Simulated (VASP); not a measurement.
# Na (P6_3/mmc) in VASP: a series of runs

Runs on Na. Level: r2SCAN. Tasks: single point.

Everything below comes from runs of VASP 6.6.1. Logs are shortened: lines on timing, memory, paths and dates and some standing lists are left out, and cuts for length are marked.

### 1 The cell of the first run

Symmetry: P6_3/mmc, No. 194, hexagonal system. Conventional cell: a = 3.792 Å, b = 3.792 Å, c = 6.195 Å, α = 90.00°, β = 90.00°, γ = 120.00°. Within 5.0 Å of Na (site symmetry -6m2) lie 12 Na at 3.79 Å.

### 2 Single point, r2SCAN

Contents of POSCAR:

```
Na
1.0
    3.7919477469      0.0000000000      0.0000000000
   -1.8959738735      3.2839230787      0.0000000000
    0.0000000000      0.0000000000      6.1947561546
Na
2
Direct
    0.6666666667      0.3333333333      0.7500000000
    0.3333333333      0.6666666667      0.2500000000
```

Contents of INCAR.step1:

```
SYSTEM = Na
ALGO = Normal
EDIFF = 1E-4
ENCUT = 520
GGA = PE
ISMEAR = -1
LASPH = .True.
LCHARG = .False.
LREAL = .False.
LWAVE = .True.
NBANDS = 14
NELM = 100
PREC = Accurate
SIGMA = 0.05
```

Contents of INCAR.step2:

```
SYSTEM = Na
ALGO = Normal
EDIFF = 1E-7
ENCUT = 520
ISIF = 2
ISMEAR = -1
ISTART = 1
LASPH = .True.
LCHARG = .False.
LMIXTAU = .True.
LREAL = .False.
LWAVE = .False.
METAGGA = R2SCAN
NBANDS = 14
NELM = 100
PREC = Accurate
SIGMA = 0.05
```

Contents of KPOINTS:

```
k-points
0
Gamma
  8 8 5
  0 0 0
```

Potentials or basis: VASP PAW PBE potentials, release 64 (Na_pv).

Started as:

```bash
$ cat potpaw_PBE.64/Na_pv/POTCAR > POTCAR
$ cp INCAR.step1 INCAR
$ mpirun -np 1 vasp_std > vasp.out
$ cp INCAR.step2 INCAR
$ mpirun -np 1 vasp_std > vasp.out
```

OUTCAR:

```text
SYSTEM = Na
   EDIFF = 1E-7
   ENCUT = 520
   ISIF = 2
   ISMEAR = -1
   ISTART = 1
   LASPH = .True.
   LREAL = .False.
   METAGGA = R2SCAN
   NELM = 100
   PREC = Accurate

 ion  position               nearest neighbor table
   1  0.667  0.333  0.750-
   2  0.333  0.667  0.250-

  LATTYP: Found a hexagonal cell.
 ALAT       =     3.7919477469
 C/A-ratio  =     1.6336607380

  Lattice vectors:

 A1 = (   3.7919477469,   0.0000000000,   0.0000000000)
 A2 = (  -1.8959738735,   3.2839230787,   0.0000000000)
 A3 = (   0.0000000000,   0.0000000000,   6.1947561546)

Analysis of symmetry for initial positions (statically):
=====================================================================
 Subroutine PRICEL returns:
 Original cell was already a primitive cell.

 Routine SETGRP: Setting up the symmetry group for a
 hexagonal supercell.

 Subroutine GETGRP returns: Found 24 space group operations
 (whereof 12 operations were pure point group operations)
 out of a pool of 24 trial point group operations.

The static configuration has the point symmetry D_3d.
 The point group associated with its full space group is D_6h.

Analysis of symmetry for dynamics (positions and initial velocities):
=====================================================================
 Subroutine PRICEL returns:
 Original cell was already a primitive cell.

 Routine SETGRP: Setting up the symmetry group for a
 hexagonal supercell.

 Subroutine GETGRP returns: Found 24 space group operations
 (whereof 12 operations were pure point group operations)
 out of a pool of 24 trial point group operations.

The dynamic configuration has the point symmetry D_3d.
 The point group associated with its full space group is D_6h.

 Subroutine INISYM returns: Found 24 space group operations
 (whereof 12 operations are pure point group operations),
 and found     1 'primitive' translations

----------------------------------------------------------------------------------------

                                     Primitive cell

  volume of cell :      77.1400

  direct lattice vectors                    reciprocal lattice vectors
     3.791947747  0.000000000  0.000000000     0.263716714  0.152256916  0.000000000
    -1.895973874  3.283923079  0.000000000     0.000000000  0.304513832  0.000000000
     0.000000000  0.000000000  6.194756155     0.000000000  0.000000000  0.161426854

  length of vectors
     3.791947747  3.791947747  6.194756155     0.304513832  0.304513832  0.161426854

  position of ions in fractional coordinates (direct lattice)
     0.666666667  0.333333333  0.750000000
     0.333333333  0.666666667  0.250000000

  ion indices of the primitive-cell ions
   primitive index   ion index
                 1           1
                 2           2

----------------------------------------------------------------------------------------

 KPOINTS: k-points

Automatic generation of k-mesh.
 Grid dimensions read from file:
 generate k-points for:    8    8    5

 Generating k-lattice:

  Cartesian coordinates                     Fractional coordinates (reciprocal lattice)
     0.032964589  0.019032114  0.000000000     0.125000000  0.000000000  0.000000000
     0.000000000  0.038064229  0.000000000     0.000000000  0.125000000  0.000000000
     0.000000000  0.000000000  0.032285371     0.000000000  0.000000000  0.200000000

  Length of vectors
     0.038064229  0.038064229  0.032285371

  Shift w.r.t. Gamma in fractional coordinates (k-lattice)
     0.000000000  0.000000000  0.000000000

 Subroutine IBZKPT returns following result:
 ===========================================

 Found     30 irreducible k-points:

 Following reciprocal coordinates:
            Coordinates               Weight
  0.000000  0.000000  0.000000      1.000000
  0.125000  0.000000  0.000000      6.000000
  0.250000  0.000000  0.000000      6.000000
  0.375000  0.000000  0.000000      6.000000
  0.500000  0.000000  0.000000      3.000000
  0.125000  0.125000  0.000000      6.000000
[... 16 lines left out ...]
  0.250000  0.000000  0.400000     12.000000
  0.375000  0.000000  0.400000     12.000000
 [... further k-points ...]
   k-points           NKPTS =     30   k-points in BZ     NKDIM =     30   number of bands    NBANDS=     14
   number of dos      NEDOS =    301   number of ions     NIONS =      2
   total plane-waves  NPLWV =  37632
   dimension x,y,z NGX =    28 NGY =   28 NGZ =   48
   dimension x,y,z NGXF=    56 NGYF=   56 NGZF=   96
   ions per type =               2
   NGX,Y,Z   is equivalent  to a cutoff of  12.28, 12.28, 12.88 a.u.
   NGXF,Y,Z  is equivalent  to a cutoff of  24.55, 24.55, 25.76 a.u.
 SYSTEM =  Na
   PREC   = accura    normal or accurate (medium, high low for compatibility)
   ISTART =      1    job   : 0-new  1-cont  2-samecut
   ICHARG =      0    charge: 1-file 2-atom 10-const
   ISPIN  =      1    spin polarized calculation?
   LNONCOLLINEAR =      F non collinear calculations
   LSORBIT =      F    spin-orbit coupling
   LASPH  =      T    aspherical Exc in radial PAW
   ENCUT  =  520.0 eV  38.22 Ry    6.18 a.u.   7.05  7.05 11.52*2*pi/ulx,y,z
   NELM   =    100;   NELMIN=  2; NELMDL=  0     # of ELM steps
   EDIFF  = 0.1E-06   stopping-criterion for ELM
   LREAL  =      F    real-space projection
   EDIFFG = 0.1E-05   stopping-criterion for IOM
   NSW    =      0    number of steps for IOM
   IBRION =     -1    ionic relax: 0-MD 1-quasi-New 2-CG
   NFREE  =      0    steps in history (QN), initial steepest desc. (CG)
   ISIF   =      2    stress and relaxation
   ISYM   =      2    0-nonsym 1-usesym 2-fastsym
   POTIM  = 0.5000    time-step for ionic-motion
   TEBEG  =    0.0;   TEEND  =   0.0 temperature during run
   PSTRESS=    0.0 pullay stress
   NELECT =      14.0000    total number of electrons
   NUPDOWN=      -1.0000    fix difference up-down
   EMIN   =  10.00;   EMAX   =-10.00  energy-range for DOS
   EFERMI =   0.00;   METHOD = LEGACY
   ISMEAR =    -1;   SIGMA  =   0.05  broadening in eV -4-tet -1-fermi 0-gaus
   EFERMI_NEDOS =   21; number of points for ismear=-14 and -15
   IALGO  =     38    algorithm
   IMIX   =      4    mixing-type and parameters
     AMIX     =   0.40;   BMIX     =  1.00
     AMIX_MAG =   1.60;   BMIX_MAG =  1.00
  volume/ion in A,a.u.               =      38.57       260.28
  Fermi-wavevector in a.u.,A,eV,Ry     =   0.926882  1.751553 11.688898  0.859110
  Thomas-Fermi vector in A             =   2.052892
   LORBIT       =      0    0 simple, 1 ext, 2 COOP (PROOUT), +10 PAW based schemes
   METAGGA = R2SCAN    functional components
   LHFCALC =     F    Hartree Fock is set to
   AEXX    =    0.0000 exact exchange contribution
   IVDW    =     0    specifies the selected vdW correction
   LEPSILON=     F    determine dielectric tensor
   LRPA    =     F    only Hartree local field effects (RPA)
 non-spin polarized calculation
  energy-cutoff  :      520.00
  volume of cell :       77.14
 maximum number of plane-waves:      2093
   NGX = 15   NGY = 15   NGZ = 23

 number of electron      14.0000018 magnetization

 Free energy of the ion-electron system (eV)
  ---------------------------------------------------
  ext. energy  EPLUGINS =         0.00000000
  ---------------------------------------------------
  free energy    TOTEN  =        -7.10551988 eV

  energy without entropy =       -7.09929723  energy(sigma->0) =       -7.10240856

 E-fermi :   0.1911     XC(G=0):  -6.8083

 val. band max:        0.0330636676   @ k =   0.3750   0.1250   0.2000
 cond. band min:       0.2114641844   @ k =   0.1250   0.1250   0.2000
 fundamental gap:      0.1784005169
 Fermi energy:         0.1910541122

 k-point     1 :       0.0000    0.0000    0.0000
  band No.  band energies     occupation
      1     -25.8354      2.00000
      2     -25.8090      2.00000
      3     -25.8088      2.00000
      4     -25.8047      2.00000
      5     -25.8045      2.00000
      6     -25.8045      2.00000
      7      -3.1703      2.00000
      8       0.7297      0.00004
      9       1.3650      0.00000
     10      10.6635      0.00000
     11      10.6637      0.00000
     12      11.1409      0.00000
     13      11.1409      0.00000
     14      11.1533      0.00000

 k-point     2 :       0.1250    0.0000    0.0000
  band No.  band energies     occupation
      1     -25.8339      2.00000
      2     -25.8122      2.00000
      3     -25.8100      2.00000
      4     -25.8081      2.00000
      5     -25.8053      2.00000
      6     -25.8051      2.00000
      7      -2.9299      2.00000
      8       0.9476      0.00000
      9       1.5920      0.00000
     10       7.9724      0.00000
     11       9.5473      0.00000
     12       9.8439      0.00000
     13      11.4752      0.00000
     14      12.0019      0.00000

 k-point     3 :       0.2500    0.0000    0.0000
  band No.  band energies     occupation
      1     -25.8298      2.00000
      2     -25.8206      2.00000
      3     -25.8164      2.00000
      4     -25.8125      2.00000
      5     -25.8069      2.00000
      6     -25.8067      2.00000
      7      -2.2150      2.00000
      8       1.6029      0.00000
      9       2.2343      0.00000
     10       5.2220      0.00000
     11       8.2588      0.00000
     12       8.5842      0.00000
     13       8.6580      0.00000
     14      10.6530      0.00000

 k-point     4 :       0.3750    0.0000    0.0000
  band No.  band energies     occupation
      1     -25.8290      2.00000
      2     -25.8247      2.00000
      3     -25.8245      2.00000
      4     -25.8150      2.00000
      5     -25.8097      2.00000
      6     -25.8083      2.00000
      7      -1.0445      2.00000
      8       2.3937      0.00000
      9       2.6988      0.00000
     10       3.7347      0.00000
     11       6.2295      0.00000
     12       6.6239      0.00000
     13       8.0017      0.00000
     14       9.4179      0.00000

 k-point     5 :       0.5000    0.0000    0.0000
  band No.  band energies     occupation
      1     -25.8326      2.00000
      2     -25.8278      2.00000
      3     -25.8217      2.00000
      4     -25.8160      2.00000
      5     -25.8117      2.00000
      6     -25.8090      2.00000
      7       0.4358      0.01485
      8       0.6759      0.00012
      9       4.2006      0.00000
     10       4.2806      0.00000
     11       4.8823      0.00000
[... 276 lines left out ...]
 k-point    22 :       0.1250    0.0000    0.4000
  band No.  band energies     occupation
      1     -25.8247      2.00000
      2     -25.8165      2.00000
      3     -25.8101      2.00000
      4     -25.8084      2.00000
      5     -25.8081      2.00000
      6     -25.8069      2.00000
      7      -2.2440      2.00000
      8      -1.3988      2.00000
      9       5.1038      0.00000
     10       7.3719      0.00000
     11       8.5807      0.00000
     12       9.1853      0.00000
     13      10.0937      0.00000
     14      10.7646      0.00000

 k-point    23 :       0.2500    0.0000    0.4000
  band No.  band energies     occupation
      1     -25.8264      2.00000
      2     -25.8223      2.00000
      3     -25.8145      2.00000
      4     -25.8105      2.00000
      5     -25.8104      2.00000
      6     -25.8087      2.00000
      7      -1.5379      2.00000
      8      -0.7038      2.00000
      9       5.3335      0.00000
     10       6.1351      0.00000
     11       6.4322      0.00000
     12       8.0459      0.00000
     13       9.1459      0.00000
     14       9.8467      0.00000

 k-point    24 :       0.3750    0.0000    0.4000
  band No.  band energies     occupation
      1     -25.8318      2.00000
      2     -25.8298      2.00000
      3     -25.8151      2.00000
      4     -25.8127      2.00000
      5     -25.8112      2.00000
      6     -25.8106      2.00000
      7      -0.3830      1.99998
      8       0.4277      0.01746
      9       3.2847      0.00000
     10       4.0662      0.00000
     11       6.7944      0.00000
     12       8.4225      0.00000
     13       8.5627      0.00000
     14       9.2606      0.00000

 [... further k-points ...]
[... 5 lines left out ...]
  --------------------------------------------------------------------------------------
  -------------------------------------------------------------------------------------
  Total       -0.0045224     -0.0045224     -0.0996029      0.0000000      0.0000000      0.0000000
  in kB       -0.0939286     -0.0939286     -2.0687253      0.0000000      0.0000000      0.0000000
  external PRESSURE =      -0.7521942 kB  Pullay stress =       0.0000000 kB

 VOLUME and BASIS-vectors are now :
 -----------------------------------------------------------------------------
  energy-cutoff  :      520.00
  volume of cell :       77.14
      direct lattice vectors                 reciprocal lattice vectors
     3.791947747  0.000000000  0.000000000     0.263716714  0.152256916  0.000000000
    -1.895973874  3.283923079  0.000000000     0.000000000  0.304513832  0.000000000
     0.000000000  0.000000000  6.194756155     0.000000000  0.000000000  0.161426854

 POSITION                                       TOTAL-FORCE (eV/Angst)
 -----------------------------------------------------------------------------------
      1.89597      1.09464      4.64607         0.000000      0.000000     -0.000000
     -0.00000      2.18928      1.54869        -0.000000     -0.000000      0.000000
 -----------------------------------------------------------------------------------
    total drift:                               -0.000000      0.000000      0.000000

  FREE ENERGIE OF THE ION-ELECTRON SYSTEM (eV)
  ---------------------------------------------------
  free  energy   TOTEN  =        -7.1055198843 eV

  energy  without entropy=       -7.0992972348  energy(sigma->0) =       -7.10240856
```

Run time: 86 s. Hardware: 1 thread of Intel Xeon Platinum 8375C at 2.90GHz (Ice Lake), shared host; peak memory 0.19 GiB.

What came out:

* Free energy: -7.1055 eV
* Pressure: -0.1 GPa
* Band gap on the k mesh: zero (band 7 reaches 1.69 eV, above the bottom of band 8 at -1.63 eV)

Levels at points of the mesh, in eV from the Fermi level:
```
           k point  band 4  band 5  band 6  band 7  band 8  band 9  band 10  band 11
(0.00, 0.00, 0.00)  -26.00  -26.00  -26.00   -3.36    0.54    1.17    10.47    10.47
(0.50, 0.00, 0.00)  -26.01  -26.00  -26.00    0.24    0.48    4.01     4.09     4.69
```

Caveat: the PAW data sets were made with another functional, which shifts forces and pressure a little.

### 3 Single point, r2SCAN

This run uses another cell than the first one, of 39.33 Å³/atom, 1.020 times its volume.

Contents of POSCAR:

```
Na
1.0
    3.8165714742      0.0000000000      0.0000000000
   -1.9082857371      3.3052478521      0.0000000000
    0.0000000000      0.0000000000      6.2349829711
Na
2
Direct
    0.6666666667      0.3333333333      0.7500000000
    0.3333333333      0.6666666667      0.2500000000
```

INCAR.step1: that of step 2 with these lines changed.

```diff
@@ -11,3 +11,3 @@
 NBANDS = 14
-NELM = 100
+NELM = 80
 PREC = Accurate
```

INCAR.step2: that of step 2 with these lines changed.

```diff
@@ -2,3 +2,3 @@
 ALGO = Normal
-EDIFF = 1E-7
+EDIFF = 1E-6
 ENCUT = 520
@@ -14,3 +14,3 @@
 NBANDS = 14
-NELM = 100
+NELM = 80
 PREC = Accurate
```

KPOINTS is that of step 2.

Potentials or basis: VASP PAW PBE potentials, release 64 (Na_pv).

Started as:

```bash
$ cat potpaw_PBE.64/Na_pv/POTCAR > POTCAR
$ cp INCAR.step1 INCAR
$ mpirun -np 1 vasp_std > vasp.out
$ cp INCAR.step2 INCAR
$ mpirun -np 1 vasp_std > vasp.out
```

It took 74 s on 1 thread of Intel Xeon Platinum 8375C at 2.90GHz (Ice Lake), shared host; peak memory 0.19 GiB.

The run converged. Its results:

| Item | Value |
| --- | --- |
| Free energy | -7.1038 eV |
| Pressure | -0.2 GPa |
| Band gap on the k mesh | zero (band 7 reaches 1.63 eV, above the bottom of band 8 at -1.66 eV) |

Stress tensor (GPa, compression positive):
```
-0.17  0.00  0.00
 0.00 -0.17  0.00
 0.00  0.00 -0.31
```

Levels at points of the mesh, in eV from the Fermi level:
```
           k point  band 5  band 6  band 7  band 8  band 9  band 10
(0.00, 0.00, 0.00)  -26.01  -26.01   -3.32    0.54    1.15    10.37
(0.50, 0.00, 0.00)  -26.02  -26.02    0.25    0.48    3.98     4.04
```

Caveat: the PAW data sets were made with another functional, which shifts forces and pressure a little.
